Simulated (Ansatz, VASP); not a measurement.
**LaIn in VASP and in Ansatz**

```
La In
1.0
     3.74557    0.00000    0.00000
     0.00000    3.74557    0.00000
     0.00000    0.00000    3.74557
La In
1 1
Direct
  0.50000 0.50000 0.50000
  0.00000 0.00000 0.00000
```

Change from the starting cell: volume scaled by 0.85, LAPW.

Alike in both runs: task single point; functional LDA; k mesh 9 × 9 × 9; occupations fermi-dirac, width 0.05 eV; no spin polarisation.

```csv
,VASP,Ansatz
version,VASP 6.6.1,Ansatz 0.2.0
potentials or method,"VASP PAW LDA potentials, release 64 (La, In_d), cutoff 520 eV","all-electron LAPW, scalar-relativistic"
```

|  | VASP | Ansatz | Ansatz less VASP |
| --- | --- | --- | --- |
| pressure (GPa) | 5.9 | 5.9 | 0.00 |

LDA's correlation is that of Perdew and Zunger in VASP and of Perdew and Wang (1992) in Ansatz. Ansatz ran all-electron here, and VASP with PAW potentials.

Spin-orbit coupling is off throughout.
